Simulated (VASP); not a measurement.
Wanted: the native input for a VASP 6.6.1 run.

```
Task                   : single point
Functional             : PBE
Potentials or basis    : VASP PAW PBE potentials, release 64 (Mg, Ag, I)
Cutoff                 : 520 eV
k mesh                 : 4 × 4 × 4
Occupations            : gaussian, width 0.1 eV
Spin                   : no spin polarisation
Dipole correction      : no
Further INCAR settings : ALGO = Normal; EDIFF = 1e-06; NBANDS = 25
```

The structure of MgAgI3 lies in POSCAR:

```
MgAgI3
1.0
    5.7374636370      0.0000000000      0.0000000000
    0.0000000000      5.7374636370      0.0000000000
    0.0000000000      0.0000000000      5.7374636370
Mg Ag I
1 1 3
Direct
    0.0000000000      0.0000000000      0.0000000000
    0.5000000000      0.5000000000      0.5000000000
    0.5000000000      0.0000000000      0.0000000000
    0.0000000000      0.5000000000      0.0000000000
    0.0000000000      0.0000000000      0.5000000000
```

One way to write it, as run:

INCAR

```
SYSTEM = MgAgI3
PREC = Accurate ; ENCUT = 520
EDIFF = 1E-6 ; ISMEAR = 0
SIGMA = 0.1 ; LREAL = .False.
LASPH = .True. ; NELM = 100
ALGO = Normal ; ISIF = 2
LWAVE = .False. ; LCHARG = .False.
GGA = PE ; NBANDS = 25
```

KPOINTS

```
Automatic mesh
0
Gamma
  4 4 4
  0 0 0
```

Potentials or basis: VASP PAW PBE potentials, release 64 (Mg, Ag, I).

The run is started by

```console
$ cat potpaw_PBE.64/Mg/POTCAR potpaw_PBE.64/Ag/POTCAR potpaw_PBE.64/I/POTCAR > POTCAR
$ mpirun -np 1 vasp_std > vasp.out
```

Results of the run:

```yaml
Pressure: 0.0 GPa
```

Wall time 97 s on 1 thread of Intel(R) Xeon(R) Platinum 8488C (Sapphire Rapids), on a shared host, peak memory 0.33 GiB.
